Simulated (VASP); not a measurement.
SnS:

```
Sn S
1.0
    11.20000    0.00000    0.00000
     0.00000    3.98700    0.00000
     0.00000    0.00000    4.33400
Sn S
4 4
Direct
  0.11940 0.25000 0.11980
  0.38060 0.75000 0.61980
  0.61940 0.25000 0.38020
  0.88060 0.75000 0.88020
  0.85080 0.25000 0.47930
  0.64920 0.75000 0.97930
  0.35080 0.25000 0.02070
  0.14920 0.75000 0.52070
```

- Program: VASP 6.6.1
- Task: relaxation of cell and atoms
- Functional: PBEsol
- Potentials or basis: VASP PAW PBE potentials, release 64 (Sn_d, S)
- Cutoff: 500 eV
- k mesh: 4 × 8 × 6
- Occupations: fermi-dirac, width 0.02 eV
- Spin: no spin polarisation

At the start: pressure -0.8 GPa; volume 24.19 Å³/atom.

Problem. How do energy, volume and symmetry change on relaxing?

Solution. Over 13 steps the energy falls by 3.5 meV/atom and the volume is 23.39 Å³/atom (-3.3 %); space group Pnma (No. 62, to 0.1 Å) before and after.

Step by step:
| step | energy change (eV) | largest force (eV/Å) | pressure (GPa) | volume (Å³) |
| --- | --- | --- | --- | --- |
| 1 | 0.0000 | 0.0743 | -0.84 | 193.53 |
| 2 | -0.0105 | 0.1493 | 0.14 | 190.01 |
| 3 | -0.0105 | 0.1510 | 0.16 | 189.94 |
| 4 | -0.0179 | 0.0998 | 0.11 | 189.13 |
| 5 | -0.0244 | 0.0398 | 0.04 | 187.31 |
| 6 | -0.0265 | 0.0325 | -0.05 | 187.21 |
| 7 | -0.0265 | 0.0326 | -0.04 | 187.21 |
| 8 | -0.0273 | 0.0162 | 0.06 | 186.92 |
| 9 | -0.0274 | 0.0173 | 0.12 | 186.74 |
| 10 | -0.0277 | 0.0239 | -0.08 | 187.29 |
| 11 | -0.0277 | 0.0205 | -0.02 | 187.13 |
| 12 | -0.0279 | 0.0167 | -0.02 | 187.12 |
| 13 | -0.0281 | 0.0095 | -0.01 | 187.10 |

Final structure:
```cif
data_structure
_symmetry_space_group_name_H-M 'P 1'
_symmetry_Int_Tables_number 1
_cell_length_a 11.0787
_cell_length_b 3.9824
_cell_length_c 4.2408
_cell_angle_alpha 90.000
_cell_angle_beta 90.000
_cell_angle_gamma 90.000
_cell_volume 187.10
loop_
_atom_site_label
_atom_site_type_symbol
_atom_site_fract_x
_atom_site_fract_y
_atom_site_fract_z
_atom_site_occupancy
Sn1 Sn 0.11817 0.25000 0.11339 1
Sn2 Sn 0.38183 0.75000 0.61339 1
Sn3 Sn 0.61817 0.25000 0.38661 1
Sn4 Sn 0.88183 0.75000 0.88661 1
S1 S 0.85353 0.25000 0.47302 1
S2 S 0.64647 0.75000 0.97302 1
S3 S 0.35353 0.25000 0.02698 1
S4 S 0.14647 0.75000 0.52698 1
```

Caveat: the PAW data sets were made with another functional, which shifts forces and pressure a little.
